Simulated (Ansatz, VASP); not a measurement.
# NaI: VASP beside Ansatz

```xyz
2
Lattice="0.0000 3.2895 3.2895 3.2895 0.0000 3.2895 3.2895 3.2895 0.0000" Properties=species:S:1:pos:R:3 pbc="T T T"
Na    0.0000    0.0000    0.0000
I     3.2895    3.2895    3.2895
```

Alike in both runs: task single point; functional PBEsol; k mesh 6 × 6 × 6; occupations gaussian, width 0.05 eV; non-collinear spin, spin-orbit coupling.

|  | VASP | Ansatz |
| --- | --- | --- |
| version | VASP 6.6.1 | Ansatz 0.2.0 |
| potentials or method | VASP PAW PBE potentials, release 64 (Na_pv, I), cutoff 520 eV | plane waves, PAW |
| valence electrons in the cell | 14 | 26 |

```csv
,VASP,Ansatz,Ansatz less VASP
pressure (GPa),-1.1,-1.1,-0.03
net moment per atom (μB),0.00,0.00,0.000
```

VASP's potentials were made for PBE, not for PBEsol. VASP's potentials hold 14 valence electrons a cell and Ansatz's 26, so a difference there can come from the potentials and not from the codes.
